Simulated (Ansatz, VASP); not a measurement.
BN: VASP beside Ansatz

The input POSCAR:

```
BN
1.0
    0.0000000000      1.8048245570      1.8048245570
    1.8048245570      0.0000000000      1.8048245570
    1.8048245570      1.8048245570      0.0000000000
B N
1 1
Direct
    0.0000000000      0.0000000000      0.0000000000
    0.2500000000      0.2500000000      0.2500000000
```

INCAR.step1

```
SYSTEM = BN
ALGO = Normal
EDIFF = 1E-5
ENCUT = 520
GGA = PE
ISIF = 2
ISMEAR = 0
LASPH = .TRUE.
LCHARG = .FALSE.
LREAL = .FALSE.
LWAVE = .TRUE.
NBANDS = 11
NELM = 80
PREC = Accurate
SIGMA = 0.01
```

The input INCAR.step2:

```
SYSTEM = BN
ALGO = Normal
EDIFF = 1E-6
ENCUT = 520
GGA = PE
HFSCREEN = 0.2079
ISIF = 2
ISMEAR = 0
ISTART = 1
LASPH = .TRUE.
LCHARG = .FALSE.
LHFCALC = .TRUE.
LREAL = .FALSE.
LWAVE = .FALSE.
NBANDS = 11
NELM = 80
PREC = Accurate
PRECFOCK = Normal
SIGMA = 0.01
```

File KPOINTS:

```
k-points
0
G
  8 8 8
  0 0 0
```

Input for Ansatz:

```yaml
crystal:
  lattice:
    - [0.0, 1.804824557, 1.804824557]
    - [1.804824557, 0.0, 1.804824557]
    - [1.804824557, 1.804824557, 0.0]
  atoms:
    - { symbol: B, position: [0.0, 0.0, 0.0] }
    - { symbol: "N", position: [0.25, 0.25, 0.25] }
kpoints:
  mp_grid: { grid: [8, 8, 8] }
  band_path:
    path:
      - [0.0, 0.0, 0.0]
      - [-0.5, -0.5, 0.0]
      - [-0.375, -0.375, 0.25]
      - [-0.375, 0.0, 0.375]
      - [0.0, 0.0, 0.5]
      - [-0.5, -0.25, 0.25]
      - [0.0, 0.5, 0.5]
    npoints: 1
hamiltonian:
  xc: hse06
scf:
  occupations: { method: fixed }
  n_extra_bands: 4
output:
  forces: true
  stress: true
  eigenvalues: true
```

Alike in both runs: task single point; functional HSE06; k mesh 8 × 8 × 8; no spin polarisation.

```csv
,VASP,Ansatz
version,VASP 6.6.1,Ansatz 0.2.0
potentials or method,"VASP PAW PBE potentials, release 64 (B, N)","plane waves, PAW"
plane-wave cutoff (eV),520,420
occupations,"gaussian, width 0.01 eV",fixed
valence electrons in the cell,8,8
```

```csv
,VASP,Ansatz,Ansatz less VASP
gap on the k mesh at the Fermi level (eV),5.78,5.79,+0.015
pressure (GPa),-3.9,-4.4,-0.49
```

Ansatz's warnings: stress exchange threshold loose, stress scf threshold loose.
